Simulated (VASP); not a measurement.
# W (Im-3m) in VASP: a series of runs

W is run at these levels: PBEsol; tasks: single point.

All numbers are computed with VASP 6.6.1; they aren't measurements. Logs are shortened: lines on timing, memory, paths and dates and some standing lists are left out, and cuts for length are marked.

## (1) The cell of the first run

It takes space group Im-3m (No. 229, cubic). Conventional cell: a = 3.150 Å, b = 3.150 Å, c = 3.150 Å, α = 90.00°, β = 90.00°, γ = 90.00°. W (site symmetry m-3m) has 14 W at 2.73 to 3.15 Å within 3.6 Å.

## (2) Single point, PBEsol

Contents of INCAR:

```
ALGO = Normal
EDIFF = 1E-6
ENCUT = 500
GGA = PS
GGA_COMPAT = F
ISIF = 2
ISMEAR = 0
LASPH = T
LCHARG = F
LREAL = F
LWAVE = F
NBANDS = 13
NELM = 120
PREC = Accurate
SIGMA = 0.1
```

Contents of KPOINTS:

```
k-points
0
Gamma
  8 8 8
```

Contents of POSCAR:

```
W
1.0
   -1.5750000000      1.5750000000      1.5750000000
    1.5750000000     -1.5750000000      1.5750000000
    1.5750000000      1.5750000000     -1.5750000000
W
1
Direct
    0.0000000000      0.0000000000      0.0000000000
```

Potentials or basis: VASP PAW PBE potentials, release 64 (W_sv).

Started as:

```console
cat potpaw_PBE.64/W_sv/POTCAR > POTCAR
mpirun -np 1 vasp_std > vasp.out
```

OUTCAR:

```text
EDIFF = 1E-6
   ENCUT = 500
   GGA = PS
   ISIF = 2
   ISMEAR = 0
   LASPH = T
   LREAL = F
   NELM = 120
   PREC = Accurate

 ion  position               nearest neighbor table
   1  0.000  0.000  0.000-

  LATTYP: Found a body centered cubic cell.
 ALAT       =     3.1500000000

  Lattice vectors:

 A1 = (  -1.5750000000,   1.5750000000,   1.5750000000)
 A2 = (   1.5750000000,  -1.5750000000,   1.5750000000)
 A3 = (   1.5750000000,   1.5750000000,  -1.5750000000)

Analysis of symmetry for initial positions (statically):
=====================================================================
 Subroutine PRICEL returns:
 Original cell was already a primitive cell.

 Routine SETGRP: Setting up the symmetry group for a
 body centered cubic supercell.

 Subroutine GETGRP returns: Found 48 space group operations
 (whereof 48 operations were pure point group operations)
 out of a pool of 48 trial point group operations.

The static configuration has the point symmetry O_h .

Analysis of symmetry for dynamics (positions and initial velocities):
=====================================================================
 Subroutine PRICEL returns:
 Original cell was already a primitive cell.

 Routine SETGRP: Setting up the symmetry group for a
 body centered cubic supercell.

 Subroutine GETGRP returns: Found 48 space group operations
 (whereof 48 operations were pure point group operations)
 out of a pool of 48 trial point group operations.

The dynamic configuration has the point symmetry O_h .

 Subroutine INISYM returns: Found 48 space group operations
 (whereof 48 operations are pure point group operations),
 and found     1 'primitive' translations

----------------------------------------------------------------------------------------

                                     Primitive cell

  volume of cell :      15.6279

  direct lattice vectors                    reciprocal lattice vectors
    -1.575000000  1.575000000  1.575000000     0.000000000  0.317460317  0.317460317
     1.575000000 -1.575000000  1.575000000     0.317460317  0.000000000  0.317460317
     1.575000000  1.575000000 -1.575000000     0.317460317  0.317460317  0.000000000

  length of vectors
     2.727980022  2.727980022  2.727980022     0.448956686  0.448956686  0.448956686

  position of ions in fractional coordinates (direct lattice)
     0.000000000  0.000000000  0.000000000

  ion indices of the primitive-cell ions
   primitive index   ion index
                 1           1

----------------------------------------------------------------------------------------

 KPOINTS: k-points

Automatic generation of k-mesh.
 Grid dimensions read from file:
 generate k-points for:    8    8    8

 Generating k-lattice:

  Cartesian coordinates                     Fractional coordinates (reciprocal lattice)
     0.000000000  0.039682540  0.039682540     0.125000000  0.000000000  0.000000000
     0.039682540  0.000000000  0.039682540     0.000000000  0.125000000  0.000000000
     0.039682540  0.039682540  0.000000000     0.000000000  0.000000000  0.125000000

  Length of vectors
     0.056119586  0.056119586  0.056119586

  Shift w.r.t. Gamma in fractional coordinates (k-lattice)
     0.000000000  0.000000000  0.000000000

 Subroutine IBZKPT returns following result:
 ===========================================

 Found     29 irreducible k-points:

 Following reciprocal coordinates:
            Coordinates               Weight
  0.000000  0.000000  0.000000      1.000000
  0.125000  0.000000  0.000000     12.000000
  0.250000  0.000000  0.000000     12.000000
  0.375000  0.000000  0.000000     12.000000
  0.500000  0.000000  0.000000      6.000000
  0.125000  0.125000  0.000000     24.000000
[... 16 lines left out ...]
 -0.250000  0.250000  0.250000      6.000000
 -0.375000  0.375000  0.250000     24.000000
 [... further k-points ...]
   k-points           NKPTS =     29   k-points in BZ     NKDIM =     29   number of bands    NBANDS=     13
   number of dos      NEDOS =    301   number of ions     NIONS =      1
   total plane-waves  NPLWV =   8000
   dimension x,y,z NGX =    20 NGY =   20 NGZ =   20
   dimension x,y,z NGXF=    40 NGYF=   40 NGZF=   40
   ions per type =               1
   NGX,Y,Z   is equivalent  to a cutoff of  12.19, 12.19, 12.19 a.u.
   NGXF,Y,Z  is equivalent  to a cutoff of  24.38, 24.38, 24.38 a.u.
 SYSTEM =  unknown system
   PREC   = accura    normal or accurate (medium, high low for compatibility)
   ISTART =      0    job   : 0-new  1-cont  2-samecut
   ICHARG =      2    charge: 1-file 2-atom 10-const
   ISPIN  =      1    spin polarized calculation?
   LNONCOLLINEAR =      F non collinear calculations
   LSORBIT =      F    spin-orbit coupling
   LASPH  =      T    aspherical Exc in radial PAW
   ENCUT  =  500.0 eV  36.75 Ry    6.06 a.u.   4.97  4.97  4.97*2*pi/ulx,y,z
   NELM   =    120;   NELMIN=  2; NELMDL= -5     # of ELM steps
   EDIFF  = 0.1E-05   stopping-criterion for ELM
   LREAL  =      F    real-space projection
   EDIFFG = 0.1E-04   stopping-criterion for IOM
   NSW    =      0    number of steps for IOM
   IBRION =     -1    ionic relax: 0-MD 1-quasi-New 2-CG
   NFREE  =      0    steps in history (QN), initial steepest desc. (CG)
   ISIF   =      2    stress and relaxation
   ISYM   =      2    0-nonsym 1-usesym 2-fastsym
   POTIM  = 0.5000    time-step for ionic-motion
   TEBEG  =    0.0;   TEEND  =   0.0 temperature during run
   PSTRESS=    0.0 pullay stress
   NELECT =      14.0000    total number of electrons
   NUPDOWN=      -1.0000    fix difference up-down
   EMIN   =  10.00;   EMAX   =-10.00  energy-range for DOS
   EFERMI =   0.00;   METHOD = LEGACY
   ISMEAR =     0;   SIGMA  =   0.10  broadening in eV -4-tet -1-fermi 0-gaus
   EFERMI_NEDOS =   21; number of points for ismear=-14 and -15
   IALGO  =     38    algorithm
   IMIX   =      4    mixing-type and parameters
     AMIX     =   0.40;   BMIX     =  1.00
     AMIX_MAG =   1.60;   BMIX_MAG =  1.00
  volume/ion in A,a.u.               =      15.63       105.46
  Fermi-wavevector in a.u.,A,eV,Ry     =   1.578157  2.982285 33.886404  2.490580
  Thomas-Fermi vector in A             =   2.678731
   LORBIT       =      0    0 simple, 1 ext, 2 COOP (PROOUT), +10 PAW based schemes
   GGA     = PS    functional components
   LHFCALC =     F    Hartree Fock is set to
   AEXX    =    0.0000 exact exchange contribution
   IVDW    =     0    specifies the selected vdW correction
   LEPSILON=     F    determine dielectric tensor
   LRPA    =     F    only Hartree local field effects (RPA)
 non-spin polarized calculation
 Gauss-broadening in eV      SIGMA  =   0.10
  energy-cutoff  :      500.00
  volume of cell :       15.63
 maximum number of plane-waves:       420
   NGX =  9   NGY =  9   NGZ =  9

 number of electron      14.0000005 magnetization

 Free energy of the ion-electron system (eV)
  ---------------------------------------------------
  ext. energy  EPLUGINS =         0.00000000
  ---------------------------------------------------
  free energy    TOTEN  =       -13.80377903 eV

  energy without entropy =      -13.80377728  energy(sigma->0) =      -13.80377816

 E-fermi :  11.2456     XC(G=0): -13.8419

 val. band max:       10.9630974724   @ k =   0.1250   0.0000   0.0000
 cond. band min:      11.5290019620   @ k =  -0.2500   0.2500   0.1250
 fundamental gap:      0.5659044896
 Fermi energy:        11.2455751582

 k-point     1 :       0.0000    0.0000    0.0000
  band No.  band energies     occupation
      1     -62.6464      2.00000
      2     -26.1825      2.00000
      3     -26.1825      2.00000
      4     -26.1825      2.00000
      5       1.7499      2.00000
      6      10.2247      2.00000
      7      10.2247      2.00000
      8      10.2247      2.00000
      9      13.7495      0.00000
     10      13.7495      0.00000
     11      26.0552      0.00000
     12      26.0552      0.00000
     13      26.0552      0.00000

 k-point     2 :       0.1250    0.0000    0.0000
  band No.  band energies     occupation
      1     -62.6256      2.00000
      2     -26.3960      2.00000
      3     -26.2491      2.00000
      4     -26.1837      2.00000
      5       2.4939      2.00000
      6       9.7874      2.00000
      7      10.0735      2.00000
      8      10.9631      1.99994
      9      13.1962      0.00000
     10      13.7655      0.00000
     11      26.6155      0.00000
     12      27.3282      0.00000
     13      27.7062      0.00000

 k-point     3 :       0.2500    0.0000    0.0000
  band No.  band energies     occupation
      1     -62.5750      2.00000
      2     -26.8887      2.00000
      3     -26.4068      2.00000
      4     -26.1866      2.00000
      5       4.1981      2.00000
      6       8.8822      2.00000
      7       9.5920      2.00000
      8      13.0477      0.00000
      9      13.1223      0.00000
     10      13.9444      0.00000
     11      26.3402      0.00000
     12      28.2260      0.00000
     13      30.6923      0.00000
[... 305 lines left out ...]
 k-point    23 :      -0.2500    0.2500    0.2500
  band No.  band energies     occupation
      1     -62.5126      2.00000
      2     -26.9141      2.00000
      3     -26.6492      2.00000
      4     -26.6492      2.00000
      5       6.2317      2.00000
      6       8.5757      2.00000
      7      10.9403      1.99998
      8      10.9403      1.99998
      9      12.8643      0.00000
     10      15.0286      0.00000
     11      26.0990      0.00000
     12      31.2657      0.00000
     13      31.2657      0.00000

 k-point    24 :      -0.3750    0.3750    0.2500
  band No.  band energies     occupation
      1     -62.4683      2.00000
      2     -27.1957      2.00000
      3     -26.8146      2.00000
      4     -26.6893      2.00000
      5       6.8610      2.00000
      6       7.5722      2.00000
      7      10.9440      1.99998
      8      11.7516      0.00000
      9      15.2896      0.00000
     10      15.9549      0.00000
     11      25.3882      0.00000
     12      27.9351      0.00000
     13      29.0334      0.00000

 [... further k-points ...]
[... 5 lines left out ...]
  --------------------------------------------------------------------------------------
  -------------------------------------------------------------------------------------
  Total        0.2418508      0.2418508      0.2418508      0.0000000     -0.0000000      0.0000000
  in kB       24.7945598     24.7945598     24.7945598      0.0000000     -0.0000000      0.0000000
  external PRESSURE =      24.7945598 kB  Pullay stress =       0.0000000 kB

 VOLUME and BASIS-vectors are now :
 -----------------------------------------------------------------------------
  energy-cutoff  :      500.00
  volume of cell :       15.63
      direct lattice vectors                 reciprocal lattice vectors
    -1.575000000  1.575000000  1.575000000     0.000000000  0.317460317  0.317460317
     1.575000000 -1.575000000  1.575000000     0.317460317  0.000000000  0.317460317
     1.575000000  1.575000000 -1.575000000     0.317460317  0.317460317  0.000000000

 POSITION                                       TOTAL-FORCE (eV/Angst)
 -----------------------------------------------------------------------------------
      0.00000      0.00000      0.00000        -0.000000     -0.000000     -0.000000
 -----------------------------------------------------------------------------------
    total drift:                                0.000000     -0.000000      0.000000

  FREE ENERGIE OF THE ION-ELECTRON SYSTEM (eV)
  ---------------------------------------------------
  free  energy   TOTEN  =       -13.8037790342 eV

  energy  without entropy=      -13.8037772798  energy(sigma->0) =      -13.80377816
```

Run time: 5 s. Hardware: 1 thread of Intel Xeon Platinum 8488C (Sapphire Rapids), shared host; peak memory 0.12 GiB.

What came out:

| Quantity | Value |
| --- | --- |
| Free energy | -13.8038 eV |
| Pressure | 2.5 GPa |
| Band gap on the k mesh | zero (band 7 reaches 16.77 eV, above the bottom of band 8 at 10.22 eV) |

Levels at points of the mesh, in eV from the Fermi level:
```
           k point  band 5  band 6  band 7  band 8  band 9  band 10
(0.00, 0.00, 0.00)   -9.50   -1.02   -1.02   -1.02    2.50     2.50
(0.50, 0.00, 0.00)   -6.15   -3.41    0.98    2.41    3.41     6.53
(0.50, 0.50, 0.50)   -5.73   -5.73    5.52    5.52    5.52     8.61
```

Caveat: the PAW data sets were made with another functional, which shifts forces and pressure a little; spin-orbit coupling is left out, which moves the levels of the heavy elements.

## (3) Single point, PBEsol

This run uses another cell than the first one, of 15.70 Å³/atom, 1.004 times its volume.

Contents of INCAR:

```
PREC     = Accurate       # precision mode
ENCUT    = 500            # plane-wave cutoff, eV
EDIFF    = 1E-6           # SCF threshold, eV
ISMEAR   = 0              # smearing method
SIGMA    = 0.1            # smearing width, eV
LREAL    = F              # projectors in reciprocal space
LASPH    = T              # aspherical terms in the spheres
NELM     = 120            # most SCF steps
ALGO     = Normal         # electronic algorithm
ISIF     = 2              # what is computed and relaxed
LWAVE    = F              # write WAVECAR
LCHARG   = F              # write CHGCAR
GGA      = PS             # functional
NBANDS   = 13             # bands
GGA_COMPAT= F
```

Contents of KPOINTS:

```
regular mesh
0
Gamma
  18 18 18
```

Contents of POSCAR:

```
W
1.0
   -1.5772640237      1.5772640237      1.5772640237
    1.5772640237     -1.5772640237      1.5772640237
    1.5772640237      1.5772640237     -1.5772640237
W
1
Direct
    0.0000000000      0.0000000000      0.0000000000
```

Potentials or basis: VASP PAW PBE potentials, release 64 (W_sv).

Started as:

```console
cat potpaw_PBE.64/W_sv/POTCAR > POTCAR
mpirun -np 1 vasp_std > vasp.out
```

Wall time 21 s (1 thread of Intel Xeon Platinum 8488C (Sapphire Rapids), shared host); peak memory 0.15 GiB.

The run converged. Its results:

| Item | Value |
| --- | --- |
| Free energy | -13.8015 eV |
| Pressure | 0.6 GPa |
| Band gap on the k mesh | zero (band 7 reaches 16.67 eV, above the bottom of band 8 at 10.17 eV) |

Levels at points of the mesh, in eV from the Fermi level:
| k point | band 4 | band 5 | band 6 | band 7 | band 8 | band 9 | band 10 | band 11 |
| --- | --- | --- | --- | --- | --- | --- | --- | --- |
| (0.00, 0.00, 0.00) | -37.67 | -9.70 | -1.24 | -1.24 | -1.24 | 2.27 | 2.27 | 14.57 |
| (0.50, 0.00, 0.00) | -37.67 | -6.35 | -3.61 | 0.74 | 2.17 | 3.16 | 6.27 | 11.24 |
| (0.50, 0.50, 0.50) | -38.60 | -5.92 | -5.92 | 5.26 | 5.26 | 5.26 | 8.34 | 8.34 |

Caveat: the PAW data sets were made with another functional, which shifts forces and pressure a little; spin-orbit coupling is left out, which moves the levels of the heavy elements.
